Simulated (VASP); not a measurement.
Set up this calculation in VASP 6.6.1, as the native input.

```yaml
Task: single point
Functional: PBE
Potentials_or_basis: VASP PAW PBE potentials, release 64 (Y_sv, Hf_pv, F)
Cutoff: 520 eV
k_mesh: 6 × 6 × 2
Occupations: gaussian, width 0.1 eV
Spin: no spin polarisation
Dipole_correction: no
Further_INCAR_settings: ALGO = Normal; EDIFF = 1e-06; NBANDS = 28
```

The structure of Y2HfF lies in POSCAR:

```
Y2HfF
1.0
    1.7220264667     -2.8690819824      0.0000000000
    1.7220264667      2.8690819824      0.0000000000
    0.0000000000      0.0000000000      9.1889154792
Y Hf F
2 1 1
Direct
    0.5000000000      0.5000000000      0.2871405267
    0.5000000000      0.5000000000      0.7128594733
    0.0000000000      0.0000000000      0.0000000000
    0.0000000000      0.0000000000      0.5000000000
```

These files were run (other wordings do the same):

INCAR

```
PREC = Accurate
ENCUT = 520
EDIFF = 1E-6
ISMEAR = 0
SIGMA = 0.1
LREAL = F
LASPH = T
NELM = 100
ALGO = Normal
ISIF = 2
LWAVE = F
LCHARG = T
GGA = PE
LELF = T
LVHAR = T
NBANDS = 28
```

KPOINTS

```
Automatic mesh
0
Gamma
  6 6 2
```

Potentials or basis: VASP PAW PBE potentials, release 64 (Y_sv, Hf_pv, F).

Launch:

```console
$ cat potpaw_PBE.64/Y_sv/POTCAR potpaw_PBE.64/Hf_pv/POTCAR potpaw_PBE.64/F/POTCAR > POTCAR
$ mpirun -np 1 vasp_std > vasp.out
```

It gave:

```json
{"Pressure": "-0.1 GPa", "Largest force": "0.015 eV/Å"}
```

Caveat: an odd number of electrons without spin polarisation forces a metal; a magnetic or distorted state may lie lower.

Wall time 43 s on 1 thread of Intel(R) Xeon(R) 6975P-C (Granite Rapids), with other jobs on the host, peak memory 0.27 GiB.
